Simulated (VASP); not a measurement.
# Ge (Fd-3m) in VASP: notebook

Runs on Ge. Level: PBEsol. Tasks: single point.

Program: VASP 6.6.1. These are calculated values, not measurements. Logs are shortened: lines on timing, memory, paths and dates and some standing lists are left out, and cuts for length are marked.

**Measured values to compare with.**

From “Electronic and optical properties of SixGe1-x-ySny alloys lattice-matched to Ge”, 2021, arxiv:2109.02782, for a bulk crystal of Ge: band gap 0.666 eV (indirect) at 293 K; band gap 0.807 eV (direct) at 300 K.

The results are compared with them further down.

## (1) The cell of the first run

The structure is cubic, space group Fd-3m (No. 227). Conventional cell: a = 5.503 Å, b = 5.503 Å, c = 5.503 Å, α = 90.00°, β = 90.00°, γ = 90.00°. Within 3.1 Å of Ge (site symmetry -43m) lie 4 Ge at 2.38 Å.

## (2) Single point, PBEsol

Input file INCAR:

```
PREC     = Accurate       # precision mode
ENCUT    = 520            # plane-wave cutoff, eV
EDIFF    = 1E-6           # SCF threshold, eV
ISMEAR   = -1             # smearing method
SIGMA    = 0.1            # smearing width, eV
LREAL    = False          # projectors in reciprocal space
LASPH    = True           # aspherical terms in the spheres
NELM     = 80             # most SCF steps
ALGO     = Normal         # electronic algorithm
ISIF     = 2              # what is computed and relaxed
LWAVE    = False          # write WAVECAR
LCHARG   = False          # write CHGCAR
GGA      = PS             # functional
NBANDS   = 21             # bands
```

Input file KPOINTS:

```
regular mesh
0
Gamma
  6 6 6
```

Input file POSCAR:

```
Ge
1.0
    0.0000000000      2.7513662564      2.7513662564
    2.7513662564      0.0000000000      2.7513662564
    2.7513662564      2.7513662564      0.0000000000
Ge
2
Direct
    0.0000000000      0.0000000000      0.0000000000
    0.2500000000      0.2500000000      0.2500000000
```

Potentials or basis: VASP PAW PBE potentials, release 64 (Ge_d).

Command:

```sh
cat potpaw_PBE.64/Ge_d/POTCAR > POTCAR
mpirun -np 1 vasp_std > vasp.out
```

OUTCAR:

```text
PREC = Accurate
   ENCUT = 520
   EDIFF = 1E-6
   ISMEAR = -1
   LREAL = False
   LASPH = True
   NELM = 80
   ISIF = 2
   GGA = PS

 ion  position               nearest neighbor table
   1  0.000  0.000  0.000-   2 2.38   2 2.38   2 2.38   2 2.38
   2  0.250  0.250  0.250-   1 2.38   1 2.38   1 2.38   1 2.38

  LATTYP: Found a face centered cubic cell.
 ALAT       =     5.5027325128

  Lattice vectors:

 A1 = (   0.0000000000,   2.7513662564,   2.7513662564)
 A2 = (   2.7513662564,   0.0000000000,   2.7513662564)
 A3 = (   2.7513662564,   2.7513662564,   0.0000000000)

Analysis of symmetry for initial positions (statically):
=====================================================================
 Subroutine PRICEL returns:
 Original cell was already a primitive cell.

 Routine SETGRP: Setting up the symmetry group for a
 face centered cubic supercell.

 Subroutine GETGRP returns: Found 48 space group operations
 (whereof 24 operations were pure point group operations)
 out of a pool of 48 trial point group operations.

The static configuration has the point symmetry T_d .
 The point group associated with its full space group is O_h .

Analysis of symmetry for dynamics (positions and initial velocities):
=====================================================================
 Subroutine PRICEL returns:
 Original cell was already a primitive cell.

 Routine SETGRP: Setting up the symmetry group for a
 face centered cubic supercell.

 Subroutine GETGRP returns: Found 48 space group operations
 (whereof 24 operations were pure point group operations)
 out of a pool of 48 trial point group operations.

The dynamic configuration has the point symmetry T_d .
 The point group associated with its full space group is O_h .

 Subroutine INISYM returns: Found 48 space group operations
 (whereof 24 operations are pure point group operations),
 and found     1 'primitive' translations

----------------------------------------------------------------------------------------

                                     Primitive cell

  volume of cell :      41.6558

  direct lattice vectors                    reciprocal lattice vectors
     0.000000000  2.751366256  2.751366256    -0.181727896  0.181727896  0.181727896
     2.751366256  0.000000000  2.751366256     0.181727896 -0.181727896  0.181727896
     2.751366256  2.751366256  0.000000000     0.181727896  0.181727896 -0.181727896

  length of vectors
     3.891019475  3.891019475  3.891019475     0.314761948  0.314761948  0.314761948

  position of ions in fractional coordinates (direct lattice)
     0.000000000  0.000000000  0.000000000
     0.250000000  0.250000000  0.250000000

  ion indices of the primitive-cell ions
   primitive index   ion index
                 1           1
                 2           2

----------------------------------------------------------------------------------------

 KPOINTS: regular mesh

Automatic generation of k-mesh.
 Grid dimensions read from file:
 generate k-points for:    6    6    6

 Generating k-lattice:

  Cartesian coordinates                     Fractional coordinates (reciprocal lattice)
    -0.030287983  0.030287983  0.030287983     0.166666667  0.000000000  0.000000000
     0.030287983 -0.030287983  0.030287983     0.000000000  0.166666667  0.000000000
     0.030287983  0.030287983 -0.030287983     0.000000000  0.000000000  0.166666667

  Length of vectors
     0.052460325  0.052460325  0.052460325

  Shift w.r.t. Gamma in fractional coordinates (k-lattice)
     0.000000000  0.000000000  0.000000000

 Subroutine IBZKPT returns following result:
 ===========================================

 Found     16 irreducible k-points:

 Following reciprocal coordinates:
            Coordinates               Weight
  0.000000  0.000000  0.000000      1.000000
  0.166667  0.000000  0.000000      8.000000
  0.333333  0.000000  0.000000      8.000000
  0.500000  0.000000  0.000000      4.000000
  0.166667  0.166667  0.000000      6.000000
  0.333333  0.166667  0.000000     24.000000
[... 8 lines left out ...]
 -0.333333  0.333333  0.166667     24.000000
 -0.333333  0.500000  0.166667     12.000000
   k-points           NKPTS =     16   k-points in BZ     NKDIM =     16   number of bands    NBANDS=     21
   number of dos      NEDOS =    301   number of ions     NIONS =      2
   total plane-waves  NPLWV =  27000
   dimension x,y,z NGX =    30 NGY =   30 NGZ =   30
   dimension x,y,z NGXF=    60 NGYF=   60 NGZF=   60
   ions per type =               2
   NGX,Y,Z   is equivalent  to a cutoff of  12.82, 12.82, 12.82 a.u.
   NGXF,Y,Z  is equivalent  to a cutoff of  25.64, 25.64, 25.64 a.u.
 SYSTEM =  unknown system
   PREC   = accura    normal or accurate (medium, high low for compatibility)
   ISTART =      0    job   : 0-new  1-cont  2-samecut
   ICHARG =      2    charge: 1-file 2-atom 10-const
   ISPIN  =      1    spin polarized calculation?
   LNONCOLLINEAR =      F non collinear calculations
   LSORBIT =      F    spin-orbit coupling
   LASPH  =      T    aspherical Exc in radial PAW
   ENCUT  =  520.0 eV  38.22 Ry    6.18 a.u.   7.23  7.23  7.23*2*pi/ulx,y,z
   NELM   =     80;   NELMIN=  2; NELMDL= -5     # of ELM steps
   EDIFF  = 0.1E-05   stopping-criterion for ELM
   LREAL  =      F    real-space projection
   EDIFFG = 0.1E-04   stopping-criterion for IOM
   NSW    =      0    number of steps for IOM
   IBRION =     -1    ionic relax: 0-MD 1-quasi-New 2-CG
   NFREE  =      0    steps in history (QN), initial steepest desc. (CG)
   ISIF   =      2    stress and relaxation
   ISYM   =      2    0-nonsym 1-usesym 2-fastsym
   POTIM  = 0.5000    time-step for ionic-motion
   TEBEG  =    0.0;   TEEND  =   0.0 temperature during run
   PSTRESS=    0.0 pullay stress
   NELECT =      28.0000    total number of electrons
   NUPDOWN=      -1.0000    fix difference up-down
   EMIN   =  10.00;   EMAX   =-10.00  energy-range for DOS
   EFERMI =   0.00;   METHOD = LEGACY
   ISMEAR =    -1;   SIGMA  =   0.10  broadening in eV -4-tet -1-fermi 0-gaus
   EFERMI_NEDOS =   21; number of points for ismear=-14 and -15
   IALGO  =     38    algorithm
   IMIX   =      4    mixing-type and parameters
     AMIX     =   0.40;   BMIX     =  1.00
     AMIX_MAG =   1.60;   BMIX_MAG =  1.00
  volume/ion in A,a.u.               =      20.83       140.55
  Fermi-wavevector in a.u.,A,eV,Ry     =   1.434066  2.709992 27.980993  2.056545
  Thomas-Fermi vector in A             =   2.553515
   LORBIT       =      0    0 simple, 1 ext, 2 COOP (PROOUT), +10 PAW based schemes
   GGA     = PS    functional components
   LHFCALC =     F    Hartree Fock is set to
   AEXX    =    0.0000 exact exchange contribution
   IVDW    =     0    specifies the selected vdW correction
   LEPSILON=     F    determine dielectric tensor
   LRPA    =     F    only Hartree local field effects (RPA)
 non-spin polarized calculation
  energy-cutoff  :      520.00
  volume of cell :       41.66
 maximum number of plane-waves:      1139
 NGX is ok and might be reduce to    30
   NGX = 15   NGY = 15   NGZ = 15

 number of electron      27.9999970 magnetization

 Free energy of the ion-electron system (eV)
  ---------------------------------------------------
  ext. energy  EPLUGINS =         0.00000000
  ---------------------------------------------------
  free energy    TOTEN  =        -9.74227740 eV

  energy without entropy =       -9.73808261  energy(sigma->0) =       -9.74018001

 E-fermi :   5.8496     XC(G=0): -10.5262

 val. band max:        5.7186686745   @ k =   0.0000   0.0000   0.0000
 cond. band min:       6.1075792431   @ k =   0.5000   0.0000   0.0000
 fundamental gap:      0.3889105686
 Fermi energy:         5.8496074932

 k-point     1 :       0.0000    0.0000    0.0000
  band No.  band energies     occupation
      1     -19.1821      2.00000
      2     -19.1821      2.00000
      3     -19.1821      2.00000
      4     -19.1387      2.00000
      5     -19.1387      2.00000
      6     -18.8765      2.00000
[... 13 lines left out ...]
     20      15.4255      0.00000
     21      15.4255      0.00000

 k-point     2 :       0.1667    0.0000    0.0000
  band No.  band energies     occupation
      1     -19.1972      2.00000
      2     -19.1972      2.00000
      3     -19.1769      2.00000
      4     -19.1164      2.00000
      5     -19.1164      2.00000
      6     -18.8954      2.00000
[... 13 lines left out ...]
     20      14.1322      0.00000
     21      14.1322      0.00000

 k-point     3 :       0.3333    0.0000    0.0000
  band No.  band energies     occupation
      1     -19.2094      2.00000
      2     -19.2094      2.00000
      3     -19.1664      2.00000
      4     -19.0927      2.00000
      5     -19.0927      2.00000
      6     -18.9117      2.00000
[... 13 lines left out ...]
     20      14.8587      0.00000
     21      14.8587      0.00000

 k-point     4 :       0.5000    0.0000    0.0000
  band No.  band energies     occupation
      1     -19.2119      2.00000
      2     -19.2119      2.00000
      3     -19.1611      2.00000
      4     -19.0865      2.00000
      5     -19.0865      2.00000
      6     -18.9148      2.00000
[... 13 lines left out ...]
     20      17.3285      0.00000
     21      17.3285      0.00000

 k-point     5 :       0.1667    0.1667    0.0000
  band No.  band energies     occupation
      1     -19.1949      2.00000
      2     -19.1936      2.00000
      3     -19.1936      2.00000
      4     -19.1187      2.00000
      5     -19.0908      2.00000
      6     -18.9393      2.00000
[... 13 lines left out ...]
     20      14.2913      0.00000
     21      15.9190      0.00000
[... 190 lines left out ...]
     20      18.1029      0.00000
     21      18.9848      0.00000

 k-point    14 :       0.5000    0.3333    0.1667
  band No.  band energies     occupation
      1     -19.2306      2.00000
      2     -19.2274      2.00000
      3     -19.1349      2.00000
      4     -19.0669      2.00000
      5     -19.0231      2.00000
      6     -19.0051      2.00000
[... 13 lines left out ...]
     20      16.0442      0.00000
     21      18.6515      0.00000

 k-point    15 :      -0.3333    0.3333    0.1667
  band No.  band energies     occupation
      1     -19.2434      2.00000
      2     -19.2305      2.00000
      3     -19.1077      2.00000
      4     -19.0445      2.00000
      5     -19.0152      2.00000
      6     -19.0066      2.00000
[... 13 lines left out ...]
     20      17.9973      0.00000
     21      18.1922      0.00000

 k-point    16 :      -0.3333    0.5000    0.1667
  band No.  band energies     occupation
      1     -19.2375      2.00000
      2     -19.2375      2.00000
      3     -19.0830      2.00000
      4     -19.0830      2.00000
      5     -18.9978      2.00000
      6     -18.9978      2.00000
[... 13 lines left out ...]
     20      17.3818      0.00000
     21      19.2222      0.00000

------------------------ aborting loop because EDIFF is reached ----------------------------------------

  FORCE on cell =-STRESS in cart. coord.  units (eV):
  Direction    XX          YY          ZZ          XY          YZ          ZX
  --------------------------------------------------------------------------------------
  -------------------------------------------------------------------------------------
  Total        1.9797470      1.9797470      1.9797470     -0.0000000      0.0000000     -0.0000000
  in kB       76.1456416     76.1456416     76.1456416     -0.0000000      0.0000000     -0.0000000
  external PRESSURE =      76.1456416 kB  Pullay stress =       0.0000000 kB

 VOLUME and BASIS-vectors are now :
 -----------------------------------------------------------------------------
  energy-cutoff  :      520.00
  volume of cell :       41.66
      direct lattice vectors                 reciprocal lattice vectors
     0.000000000  2.751366256  2.751366256    -0.181727896  0.181727896  0.181727896
     2.751366256  0.000000000  2.751366256     0.181727896 -0.181727896  0.181727896
     2.751366256  2.751366256  0.000000000     0.181727896  0.181727896 -0.181727896

 POSITION                                       TOTAL-FORCE (eV/Angst)
 -----------------------------------------------------------------------------------
      0.00000      0.00000      0.00000        -0.000000     -0.000000     -0.000000
      1.37568      1.37568      1.37568         0.000000      0.000000      0.000000
 -----------------------------------------------------------------------------------
    total drift:                                0.000000     -0.000000      0.000000

  FREE ENERGIE OF THE ION-ELECTRON SYSTEM (eV)
  ---------------------------------------------------
  free  energy   TOTEN  =        -9.7422773958 eV

  energy  without entropy=       -9.7380826143  energy(sigma->0) =       -9.74018001
```

It took 11 s on 1 thread of Intel Xeon 6975P-C, shared host; peak memory 0.16 GiB.

What came out:

| Property | Result |
| --- | --- |
| Free energy | -9.7423 eV |
| Pressure | 7.6 GPa |
| Band gap on the k mesh | 0.39 eV, indirect (least direct gap 0.78 eV) |

Levels at points of the mesh, in eV from the valence-band top:
| k point | band 12 | band 13 | band 14 | band 15 | band 16 | band 17 |
| --- | --- | --- | --- | --- | --- | --- |
| (0.00, 0.00, 0.00) | 0.00 | 0.00 | 0.00 | 0.78 | 2.56 | 2.56 |
| (0.50, 0.00, 0.00) | -8.05 | -1.55 | -1.55 | 0.39 | 3.74 | 3.74 |
| (0.50, 0.50, 0.00) | -9.24 | -3.40 | -3.40 | 0.54 | 0.54 | 10.20 |

Caveat: the PAW data sets were made with another functional, which shifts forces and pressure a little. A k mesh can miss the band edges.

[end of part 1 of 3]
